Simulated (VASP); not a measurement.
Runs of VASP 6.6.1 on HfAl3O4. The structure is that of space group P-43m (No. 215), or close to it. The cells are those of the table. 

```tsv
task	cell	k mesh	cutoff (eV)	k mesh for the DOS	occupations for the DOS	gap on the mesh (eV)	pressure (GPa)	largest force (eV/Å)
single point	a = 4.842 Å, 8 atoms	4 × 4 × 4	520	-	-	none	(a)	0.63
single point	a = 5.982 Å, 8 atoms	4 × 4 × 4	520	-	-	none	0.0	0.06
single point	a = 5.997 Å, 8 atoms	6 × 6 × 6	520	-	-	none	(b)	0.05
relaxation of cell and atoms	relaxed from a = 5.982 Å, 8 atoms	6 × 6 × 6	600	-	-	none	0.1	0.01
```

Alike in all rows: level PBE; potentials or basis VASP PAW PBE potentials, release 64 (Hf_pv, Al, O); no spin polarisation; smearing gaussian 0.1 eV.

Q: Fill in the values left out.

A: (a) 13.3; (b) -0.2.

Caveats: spin-orbit coupling is left out, which moves the levels of the heavy elements; an odd number of electrons without spin polarisation forces a metal; a magnetic or distorted state may lie lower.

A k mesh can miss the band edges, and the runs leave out spin-orbit coupling on Hf.

A gap of «none» marks levels without a gap at the run's occupations.
